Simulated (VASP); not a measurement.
# Ca (P4/mbm) in VASP: single point with PBE

Aim: the single point of Ca with PBE.

Program: VASP 6.6.1. These are calculated values, not measurements. Logs are shortened: lines on timing, memory, paths and dates and some standing lists are left out, and cuts for length are marked.

## (1) The cell of the first run

The structure is tetragonal, space group P4/mbm (No. 127). The conventional cell has a = 9.178 Å, b = 9.178 Å, c = 3.558 Å, α = 90.00°, β = 90.00°, γ = 90.00°. Ca (site symmetry 4/m) has 6 Ca at 3.51 to 3.56 Å within 4.6 Å. Within 4.6 Å of Ca (site symmetry m2m) lie 5 Ca at 3.51 to 3.80 Å.

The cell was generated, and may not be a known phase.

## (2) Single point, PBE

Input file INCAR:

```
SYSTEM = Ca
PREC = Accurate ; ENCUT = 520
EDIFF = 1E-7 ; ISMEAR = 0
SIGMA = 0.1 ; LREAL = .False.
LASPH = .True. ; NELM = 80
ALGO = Fast ; ISIF = 2
LWAVE = .False. ; LCHARG = .False.
GGA = PE ; NBANDS = 39
```

Input file KPOINTS:

```
Automatic mesh
0
Gamma
  4 4 10
  0 0 0
```

Input file POSCAR:

```
Ca
1.0
    9.1782707408      0.0000000000      0.0000000000
    0.0000000000      9.1782707408      0.0000000000
    0.0000000000      0.0000000000      3.5576642745
Ca
6
Direct
    0.5000000000      0.5000000000      0.0000000000
    0.0000000000      0.0000000000      0.0000000000
    0.8535826854      0.6464173146      0.0000000000
    0.1464173146      0.3535826854      0.0000000000
    0.6464173146      0.1464173146      0.0000000000
    0.3535826854      0.8535826854      0.0000000000
```

Potentials or basis: VASP PAW PBE potentials, release 64 (Ca_sv).

On the command line:

```bash
$ cat potpaw_PBE.64/Ca_sv/POTCAR > POTCAR
$ mpirun -np 1 vasp_std > vasp.out
```

OUTCAR:

```text
SYSTEM = Ca
   PREC = Accurate
   ENCUT = 520
   EDIFF = 1E-7
   ISMEAR = 0
   LREAL = .False.
   LASPH = .True.
   NELM = 80
   ISIF = 2
   GGA = PE

 ion  position               nearest neighbor table
   1  0.500  0.500  0.000-
   2  0.000  0.000  0.000-
   3  0.854  0.646  0.000-
   4  0.146  0.354  0.000-
   5  0.646  0.146  0.000-
   6  0.354  0.854  0.000-

  LATTYP: Found a simple tetragonal cell.
 ALAT       =     9.1782707408
 C/A-ratio  =     0.3876181445

  Lattice vectors:

 A1 = (   9.1782707408,   0.0000000000,   0.0000000000)
 A2 = (   0.0000000000,   9.1782707408,   0.0000000000)
 A3 = (   0.0000000000,   0.0000000000,   3.5576642745)

Analysis of symmetry for initial positions (statically):
=====================================================================
 Subroutine PRICEL returns:
 Original cell was already a primitive cell.

 Routine SETGRP: Setting up the symmetry group for a
 simple tetragonal supercell.

 Subroutine GETGRP returns: Found 16 space group operations
 (whereof  8 operations were pure point group operations)
 out of a pool of 16 trial point group operations.

The static configuration has the point symmetry C_4h.
 The point group associated with its full space group is D_4h.

Analysis of symmetry for dynamics (positions and initial velocities):
=====================================================================
 Subroutine PRICEL returns:
 Original cell was already a primitive cell.

 Routine SETGRP: Setting up the symmetry group for a
 simple tetragonal supercell.

 Subroutine GETGRP returns: Found 16 space group operations
 (whereof  8 operations were pure point group operations)
 out of a pool of 16 trial point group operations.

The dynamic configuration has the point symmetry C_4h.
 The point group associated with its full space group is D_4h.

 Subroutine INISYM returns: Found 16 space group operations
 (whereof  8 operations are pure point group operations),
 and found     1 'primitive' translations

----------------------------------------------------------------------------------------

                                     Primitive cell

  volume of cell :     299.7000

  direct lattice vectors                    reciprocal lattice vectors
     9.178270741  0.000000000  0.000000000     0.108952986  0.000000000  0.000000000
     0.000000000  9.178270741  0.000000000     0.000000000  0.108952986  0.000000000
     0.000000000  0.000000000  3.557664275     0.000000000  0.000000000  0.281083296

  length of vectors
     9.178270741  9.178270741  3.557664275     0.108952986  0.108952986  0.281083296

  position of ions in fractional coordinates (direct lattice)
     0.500000000  0.500000000  0.000000000
     0.000000000  0.000000000  0.000000000
     0.853582685  0.646417315  0.000000000
     0.146417315  0.353582685  0.000000000
     0.646417315  0.146417315  0.000000000
     0.353582685  0.853582685  0.000000000

  ion indices of the primitive-cell ions
   primitive index   ion index
                 1           1
                 2           2
                 3           3
                 4           4
                 5           5
                 6           6

----------------------------------------------------------------------------------------

 KPOINTS: Automatic mesh

Automatic generation of k-mesh.
 Grid dimensions read from file:
 generate k-points for:    4    4   10

 Generating k-lattice:

  Cartesian coordinates                     Fractional coordinates (reciprocal lattice)
     0.027238246  0.000000000  0.000000000     0.250000000  0.000000000  0.000000000
     0.000000000  0.027238246  0.000000000     0.000000000  0.250000000  0.000000000
     0.000000000  0.000000000  0.028108330     0.000000000  0.000000000  0.100000000

  Length of vectors
     0.027238246  0.027238246  0.028108330

  Shift w.r.t. Gamma in fractional coordinates (k-lattice)
     0.000000000  0.000000000  0.000000000

 Subroutine IBZKPT returns following result:
 ===========================================

 Found     36 irreducible k-points:

 Following reciprocal coordinates:
            Coordinates               Weight
  0.000000  0.000000  0.000000      1.000000
  0.250000  0.000000  0.000000      4.000000
  0.500000  0.000000  0.000000      2.000000
  0.250000  0.250000  0.000000      4.000000
  0.500000  0.250000  0.000000      4.000000
  0.500000  0.500000  0.000000      1.000000
[... 16 lines left out ...]
  0.500000  0.250000  0.300000      8.000000
  0.500000  0.500000  0.300000      2.000000
 [... further k-points ...]
   k-points           NKPTS =     36   k-points in BZ     NKDIM =     36   number of bands    NBANDS=     39
   number of dos      NEDOS =    301   number of ions     NIONS =      6
   total plane-waves  NPLWV = 137200
   dimension x,y,z NGX =    70 NGY =   70 NGZ =   28
   dimension x,y,z NGXF=   140 NGYF=  140 NGZF=   56
   ions per type =               6
   NGX,Y,Z   is equivalent  to a cutoff of  12.68, 12.68, 13.08 a.u.
   NGXF,Y,Z  is equivalent  to a cutoff of  25.36, 25.36, 26.17 a.u.
 SYSTEM =  Ca
   PREC   = accura    normal or accurate (medium, high low for compatibility)
   ISTART =      0    job   : 0-new  1-cont  2-samecut
   ICHARG =      2    charge: 1-file 2-atom 10-const
   ISPIN  =      1    spin polarized calculation?
   LNONCOLLINEAR =      F non collinear calculations
   LSORBIT =      F    spin-orbit coupling
   LASPH  =      T    aspherical Exc in radial PAW
   ENCUT  =  520.0 eV  38.22 Ry    6.18 a.u.  17.07 17.07  6.61*2*pi/ulx,y,z
   NELM   =     80;   NELMIN=  2; NELMDL= -5     # of ELM steps
   EDIFF  = 0.1E-06   stopping-criterion for ELM
   LREAL  =      F    real-space projection
   EDIFFG = 0.1E-05   stopping-criterion for IOM
   NSW    =      0    number of steps for IOM
   IBRION =     -1    ionic relax: 0-MD 1-quasi-New 2-CG
   NFREE  =      0    steps in history (QN), initial steepest desc. (CG)
   ISIF   =      2    stress and relaxation
   ISYM   =      2    0-nonsym 1-usesym 2-fastsym
   POTIM  = 0.5000    time-step for ionic-motion
   TEBEG  =    0.0;   TEEND  =   0.0 temperature during run
   PSTRESS=    0.0 pullay stress
   NELECT =      60.0000    total number of electrons
   NUPDOWN=      -1.0000    fix difference up-down
   EMIN   =  10.00;   EMAX   =-10.00  energy-range for DOS
   EFERMI =   0.00;   METHOD = LEGACY
   ISMEAR =     0;   SIGMA  =   0.10  broadening in eV -4-tet -1-fermi 0-gaus
   EFERMI_NEDOS =   21; number of points for ismear=-14 and -15
   IALGO  =     68    algorithm
   IMIX   =      4    mixing-type and parameters
     AMIX     =   0.40;   BMIX     =  1.00
     AMIX_MAG =   1.60;   BMIX_MAG =  1.00
  volume/ion in A,a.u.               =      49.95       337.08
  Fermi-wavevector in a.u.,A,eV,Ry     =   0.957700  1.809791 12.479129  0.917190
  Thomas-Fermi vector in A             =   2.086742
   LORBIT       =      0    0 simple, 1 ext, 2 COOP (PROOUT), +10 PAW based schemes
   GGA     = PE    functional components
   LHFCALC =     F    Hartree Fock is set to
   AEXX    =    0.0000 exact exchange contribution
   IVDW    =     0    specifies the selected vdW correction
   LEPSILON=     F    determine dielectric tensor
   LRPA    =     F    only Hartree local field effects (RPA)
 non-spin polarized calculation
 RMM-DIIS sequential band-by-band and
 Gauss-broadening in eV      SIGMA  =   0.10
  energy-cutoff  :      520.00
  volume of cell :      299.70
 maximum number of plane-waves:      8112
 NGX is ok and might be reduce to    70
   NGX = 35   NGY = 35   NGZ = 13

 number of electron      59.9999998 magnetization

 Free energy of the ion-electron system (eV)
  ---------------------------------------------------
  ext. energy  EPLUGINS =         0.00000000
  ---------------------------------------------------
  free energy    TOTEN  =        -8.26247329 eV

  energy without entropy =       -8.21691248  energy(sigma->0) =       -8.23969289

 E-fermi :   1.2374     XC(G=0):  -7.1744

 val. band max:        1.2343251250   @ k =   0.2500   0.0000   0.5000
 cond. band min:       1.2483834123   @ k =   0.0000   0.0000   0.2000
 fundamental gap:      0.0140582872
 Fermi energy:         1.2374378592

 k-point     1 :       0.0000    0.0000    0.0000
  band No.  band energies     occupation
      1     -41.3058      2.00000
      2     -41.3050      2.00000
      3     -41.3019      2.00000
      4     -41.3019      2.00000
      5     -41.0328      2.00000
      6     -41.0322      2.00000
[... 31 lines left out ...]
     38       2.1544      0.00000
     39       2.5000      0.00000

 k-point     2 :       0.2500    0.0000    0.0000
  band No.  band energies     occupation
      1     -41.3056      2.00000
      2     -41.3051      2.00000
      3     -41.3020      2.00000
      4     -41.3020      2.00000
      5     -41.0327      2.00000
      6     -41.0323      2.00000
[... 31 lines left out ...]
     38       2.1519      0.00000
     39       2.4586      0.00000

 k-point     3 :       0.5000    0.0000    0.0000
  band No.  band energies     occupation
      1     -41.3053      2.00000
      2     -41.3053      2.00000
      3     -41.3020      2.00000
      4     -41.3020      2.00000
      5     -41.0325      2.00000
      6     -41.0325      2.00000
[... 31 lines left out ...]
     38       2.1132      0.00000
     39       2.4353      0.00000

 k-point     4 :       0.2500    0.2500    0.0000
  band No.  band energies     occupation
      1     -41.3055      2.00000
      2     -41.3051      2.00000
      3     -41.3021      2.00000
      4     -41.3020      2.00000
      5     -41.0326      2.00000
      6     -41.0323      2.00000
[... 31 lines left out ...]
     38       2.0785      0.00000
     39       2.3656      0.00000
[... 754 lines left out ...]
     38       2.5556      0.00000
     39       2.6104      0.00000

 k-point    23 :       0.5000    0.2500    0.3000
  band No.  band energies     occupation
      1     -41.2955      2.00000
      2     -41.2955      2.00000
      3     -41.2924      2.00000
      4     -41.2924      2.00000
      5     -41.0227      2.00000
      6     -41.0227      2.00000
[... 31 lines left out ...]
     38       2.3690      0.00000
     39       2.6743      0.00000

 k-point    24 :       0.5000    0.5000    0.3000
  band No.  band energies     occupation
      1     -41.2954      2.00000
      2     -41.2954      2.00000
      3     -41.2925      2.00000
      4     -41.2925      2.00000
      5     -41.0227      2.00000
      6     -41.0227      2.00000
[... 31 lines left out ...]
     38       2.5113      0.00000
     39       2.5441      0.00000

 [... further k-points ...]
[... 5 lines left out ...]
  --------------------------------------------------------------------------------------
  -------------------------------------------------------------------------------------
  Total        0.0066952      0.0066952     -0.0358249      0.0000000      0.0000000      0.0000000
  in kB        0.0357921      0.0357921     -0.1915176      0.0000000      0.0000000      0.0000000
  external PRESSURE =      -0.0399778 kB  Pullay stress =       0.0000000 kB

 VOLUME and BASIS-vectors are now :
 -----------------------------------------------------------------------------
  energy-cutoff  :      520.00
  volume of cell :      299.70
      direct lattice vectors                 reciprocal lattice vectors
     9.178270741  0.000000000  0.000000000     0.108952986  0.000000000  0.000000000
     0.000000000  9.178270741  0.000000000     0.000000000  0.108952986  0.000000000
     0.000000000  0.000000000  3.557664275     0.000000000  0.000000000  0.281083296

 POSITION                                       TOTAL-FORCE (eV/Angst)
 -----------------------------------------------------------------------------------
      4.58914      4.58914      0.00000        -0.000000      0.000000      0.000000
      0.00000      0.00000      0.00000        -0.000000      0.000000      0.000000
      7.83441      5.93299      0.00000        -0.000102      0.000102     -0.000000
      1.34386      3.24528      0.00000         0.000102     -0.000102      0.000000
      5.93299      1.34386      0.00000         0.000102      0.000102      0.000000
      3.24528      7.83441      0.00000        -0.000102     -0.000102      0.000000
 -----------------------------------------------------------------------------------
    total drift:                                0.000000      0.000000      0.000000

  FREE ENERGIE OF THE ION-ELECTRON SYSTEM (eV)
  ---------------------------------------------------
  free  energy   TOTEN  =        -8.2624732897 eV

  energy  without entropy=       -8.2169124833  energy(sigma->0) =       -8.23969289
```

It took 20 min on 1 thread of AMD EPYC 7R13 (Zen 3), shared host; peak memory 0.5 GiB.

What came out:

| Item | Value |
| --- | --- |
| Free energy | -8.2625 eV |
| Pressure | 0.0 GPa |
| Band gap on the k mesh | zero (bands 30 and 31 overlap by 0.88 eV) |
